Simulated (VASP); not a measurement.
# AlN (P6_3/mmc) in VASP: a series of runs, part 2 of 2

VASP 6.6.1.

## Step 3: Single point, PBEsol+D3(BJ)

This run uses another cell than the first one, of 10.14 Å³/atom, 1.020 times its volume.

File INCAR:

```
SYSTEM = AlN
ALGO = Normal
EDIFF = 1E-6
ENCUT = 520
GGA = PS
ISIF = 2
ISMEAR = -1
IVDW = 12
LASPH = .True.
LCHARG = .False.
LREAL = .False.
LWAVE = .False.
NBANDS = 16
NELM = 80
PREC = Accurate
SIGMA = 0.02
```

File KPOINTS:

```
k-points
0
Gamma
  6 6 4
  0 0 0
```

File POSCAR:

```
AlN
1.0
    3.3340552088      0.0000000000      0.0000000000
   -1.6670276044      2.8873764476      0.0000000000
    0.0000000000      0.0000000000      4.2152929936
Al N
2 2
Direct
    0.3333333333      0.6666666667      0.7500000000
    0.6666666667      0.3333333333      0.2500000000
    0.3333333333      0.6666666667      0.2500000000
    0.6666666667      0.3333333333      0.7500000000
```

Potentials or basis: VASP PAW PBE potentials, release 64 (Al, N).

Launch:

```bash
> cat potpaw_PBE.64/Al/POTCAR potpaw_PBE.64/N/POTCAR > POTCAR
> mpirun -np 1 vasp_std > vasp.out
```

It took 8.7 s on 1 thread of Intel Xeon Platinum 8559C (Emerald Rapids), shared host; peak memory 0.16 GiB.

It converged, with:

- Free energy: -31.8423 eV
- Pressure: -11.1 GPa
- Band gap on the k mesh: 3.04 eV, direct
- Dispersion energy per atom: -0.233 eV

Stress tensor (GPa, compression positive):
```
-11.05   0.00   0.00
  0.00 -11.05   0.00
  0.00   0.00 -11.15
```

Levels at points of the mesh, in eV from the valence-band top:
| k point | band 4 | band 5 | band 6 | band 7 | band 8 | band 9 | band 10 | band 11 | band 12 | band 13 |
| --- | --- | --- | --- | --- | --- | --- | --- | --- | --- | --- |
| (0.00, 0.00, 0.00) | -3.23 | -3.23 | -1.58 | -1.58 | 0.00 | 3.04 | 4.18 | 8.03 | 8.03 | 10.99 |
| (0.50, 0.00, 0.00) | -4.68 | -4.43 | -4.29 | -2.85 | -1.44 | 3.70 | 6.84 | 7.02 | 9.04 | 9.08 |
| (0.00, 0.00, 0.50) | -3.71 | -2.44 | -2.44 | -2.44 | -2.44 | 5.45 | 5.45 | 8.23 | 8.23 | 8.23 |
| (0.50, 0.00, 0.50) | -7.19 | -3.21 | -3.21 | -1.72 | -1.72 | 4.89 | 4.89 | 9.01 | 9.01 | 11.09 |

Caveat: the PAW data sets were made with another functional, which shifts forces and pressure a little.

## Step 4: Single point, PBEsol+D3(BJ)

This run uses another cell than the first one, of 10.34 Å³/atom, 1.040 times its volume.

File INCAR:

```
ALGO = Normal
EDIFF = 1E-6
ENCUT = 520
GGA = PS
ISIF = 2
ISMEAR = -1
IVDW = 12
LASPH = True
LCHARG = True
LELF = True
LREAL = False
LVHAR = True
LWAVE = False
NBANDS = 16
NELM = 100
PREC = Accurate
SIGMA = 0.02
```

File KPOINTS:

```
k-points
0
Gamma
  6 6 4
```

File POSCAR:

```
AlN
1.0
    3.3557055246      0.0000000000      0.0000000000
   -1.6778527623      2.9061261707      0.0000000000
    0.0000000000      0.0000000000      4.2426657931
Al N
2 2
Direct
    0.3333333333      0.6666666667      0.7500000000
    0.6666666667      0.3333333333      0.2500000000
    0.3333333333      0.6666666667      0.2500000000
    0.6666666667      0.3333333333      0.7500000000
```

Potentials or basis: VASP PAW PBE potentials, release 64 (Al, N).

Launch:

```bash
> cat potpaw_PBE.64/Al/POTCAR potpaw_PBE.64/N/POTCAR > POTCAR
> mpirun -np 1 vasp_std > vasp.out
```

OUTCAR:

```text
EDIFF = 1E-6
   ENCUT = 520
   GGA = PS
   ISIF = 2
   ISMEAR = -1
   IVDW = 12
   LASPH = True
   LREAL = False
   NELM = 100
   PREC = Accurate
 IVDW          = 12

 ion  position               nearest neighbor table
   1  0.333  0.667  0.750-   4 1.94   4 1.94   4 1.94   3 2.12   3 2.12   2 2.87   2 2.87   2 2.87
                             2 2.87   2 2.87   2 2.87
   2  0.667  0.333  0.250-   3 1.94   3 1.94   3 1.94   4 2.12   4 2.12   1 2.87   1 2.87   1 2.87
                             1 2.87   1 2.87   1 2.87
[... 603 lines left out ...]
  --------------------------------------------------------------------------------------
  -------------------------------------------------------------------------------------
  Total      -3.78111    -3.78111    -3.61188     0.00000     0.00000     0.00000
  in kB    -146.41756  -146.41755  -139.86409     0.00000     0.00000     0.00000
  external pressure =     -144.23 kB  Pullay stress =        0.00 kB

 VOLUME and BASIS-vectors are now :
 -----------------------------------------------------------------------------
  energy-cutoff  :      520.00
  volume of cell :       41.37
      direct lattice vectors                 reciprocal lattice vectors
     3.355705525  0.000000000  0.000000000     0.297999927  0.172050341  0.000000000
    -1.677852762  2.906126171  0.000000000     0.000000000  0.344100683  0.000000000
     0.000000000  0.000000000  4.242665793     0.000000000  0.000000000  0.235700866

 POSITION                                       TOTAL-FORCE (eV/Angst)
 -----------------------------------------------------------------------------------
     -0.00000      1.93742      3.18200         0.000000      0.000000     -0.000000
      1.67785      0.96871      1.06067        -0.000000     -0.000000     -0.000000
     -0.00000      1.93742      1.06067        -0.000000     -0.000000      0.000000
      1.67785      0.96871      3.18200         0.000000      0.000000      0.000000
 -----------------------------------------------------------------------------------
    total drift:                               -0.000000      0.000000     -0.000000

  FREE ENERGIE OF THE ION-ELECTRON SYSTEM (eV)
  ---------------------------------------------------
  free  energy   TOTEN  =       -31.7792314643 eV

  energy  without entropy=      -31.7792314643  energy(sigma->0) =      -31.77923146
```

It took 12 s on 1 thread of Intel Xeon Platinum 8559C (Emerald Rapids), shared host; peak memory 0.17 GiB.

What came out:

* Free energy: -31.7792 eV
* Pressure: -14.4 GPa
* Band gap on the k mesh: 2.90 eV, direct
* Dispersion energy per atom: -0.228 eV

Caveat: the PAW data sets were made with another functional, which shifts forces and pressure a little.

## Step 5: Single point, PBEsol+D3(BJ)

This run uses another cell than the first one, of 10.54 Å³/atom, 1.060 times its volume.

File INCAR:

```
PREC     = Accurate       # precision mode
ENCUT    = 520            # plane-wave cutoff, eV
EDIFF    = 1E-7           # SCF threshold, eV
ISMEAR   = -1             # smearing method
SIGMA    = 0.02           # smearing width, eV
LREAL    = False          # projectors in reciprocal space
LASPH    = True           # aspherical terms in the spheres
NELM     = 100            # most SCF steps
ALGO     = Normal         # electronic algorithm
ISIF     = 2              # what is computed and relaxed
LWAVE    = False          # write WAVECAR
LCHARG   = False          # write CHGCAR
GGA      = PS             # functional
IVDW     = 12             # dispersion correction
NBANDS   = 16             # bands
```

File KPOINTS:

```
regular mesh
0
Gamma
  6 6 4
```

File POSCAR:

```
AlN
1.0
    3.3770800214      0.0000000000      0.0000000000
   -1.6885400107      2.9246370276      0.0000000000
    0.0000000000      0.0000000000      4.2696898707
Al N
2 2
Direct
    0.3333333333      0.6666666667      0.7500000000
    0.6666666667      0.3333333333      0.2500000000
    0.3333333333      0.6666666667      0.2500000000
    0.6666666667      0.3333333333      0.7500000000
```

Launch:

```bash
> cat potpaw_PBE.64/Al/POTCAR potpaw_PBE.64/N/POTCAR > POTCAR
> mpirun -np 1 vasp_std > vasp.out
```

It took 17 s on 1 thread of Intel Xeon Platinum 8559C (Emerald Rapids), shared host; peak memory 0.17 GiB.

The run converged. Its results:

* Free energy: -31.7004 eV
* Pressure: -17.4 GPa
* Band gap on the k mesh: 2.76 eV, direct
* Dispersion energy per atom: -0.224 eV

Stress tensor (GPa, compression positive):
```
-17.90   0.00   0.00
  0.00 -17.90   0.00
  0.00   0.00 -16.56
```

Levels at points of the mesh, in eV from the valence-band top:
```
           k point  band 6  band 7  band 8  band 9  band 10  band 11
(0.00, 0.00, 0.00)   -1.51   -1.51    0.00    2.76     3.88     7.83
(0.50, 0.00, 0.00)   -4.22   -2.74   -1.40    3.59     6.49     6.97
(0.00, 0.00, 0.50)   -2.35   -2.35   -2.35    5.21     5.21     8.05
(0.50, 0.00, 0.50)   -3.10   -1.64   -1.64    4.76     4.76     8.72
```

Caveat: the PAW data sets were made with another functional, which shifts forces and pressure a little.

## Step 6: Summary

```csv
cell,gap on the mesh (eV),pressure (GPa)
"a = 3.312, b = 3.312, c = 4.188 Å, angles 90.0, 90.0, 120.0°, 4 atoms",3.19,-7.4
"a = 3.334, b = 3.334, c = 4.215 Å, angles 90.0, 90.0, 120.0°, 4 atoms",3.04,-11.1
"a = 3.356, b = 3.356, c = 4.243 Å, angles 90.0, 90.0, 120.0°, 4 atoms",2.90,-14.4
"a = 3.377, b = 3.377, c = 4.270 Å, angles 90.0, 90.0, 120.0°, 4 atoms",2.76,-17.4
```

Alike in all rows: task single point; level PBEsol+D3(BJ); potentials or basis VASP PAW PBE potentials, release 64 (Al, N); no spin polarisation; k mesh 6 × 6 × 4; cutoff (eV) 520; smearing fermi-dirac 0.02 eV.

Caveats: the PAW data sets were made with another functional, which shifts forces and pressure a little.

Absolute energies hang on the potentials; compare differences alone.
